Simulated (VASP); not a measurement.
ZnCu:

```
Zn Cu
1.0
     2.94500    0.00000    0.00000
     0.00000    2.94500    0.00000
     0.00000    0.00000    2.94500
Zn Cu
1 1
Cartesian
  1.4725 1.4725 1.4725
  0.0000 0.0000 0.0000
```

- Program: VASP 6.6.1
- Task: relaxation of cell and atoms
- Functional: BLYP
- Potentials or basis: VASP PAW PBE potentials, release 64 (Zn, Cu)
- Cutoff: 600 eV
- k mesh: 9 × 9 × 9
- Occupations: fermi-dirac, width 0.05 eV
- Spin: no spin polarisation

At the start: pressure 10.4 GPa; volume 12.77 Å³/atom.

Problem. How do energy, volume and symmetry change on relaxing?

Solution. Over 6 steps the energy falls by 36.4 meV/atom and the volume is 13.98 Å³/atom (+9.5 %); space group Pm-3m (No. 221, to 0.1 Å) before and after.

Step by step:
| step | energy change (eV) | largest force (eV/Å) | pressure (GPa) | volume (Å³) |
| --- | --- | --- | --- | --- |
| 1 | 0.0000 | 0.0000 | 10.36 | 25.54 |
| 2 | -0.0683 | 0.0000 | -0.66 | 28.72 |
| 3 | -0.0724 | 0.0000 | -0.69 | 28.22 |
| 4 | -0.0728 | 0.0000 | -0.21 | 28.03 |
| 5 | -0.0728 | 0.0000 | 0.64 | 27.95 |
| 6 | -0.0728 | 0.0000 | -0.01 | 27.96 |

Final structure:
```
CELL_PARAMETERS angstrom
3.03524 0.00000 0.00000
0.00000 3.03524 0.00000
0.00000 0.00000 3.03524
ATOMIC_POSITIONS crystal
Zn 0.50000 0.50000 0.50000
Cu 0.00000 0.00000 0.00000
```

Caveat: the PAW data sets were made with another functional, which shifts forces and pressure a little.
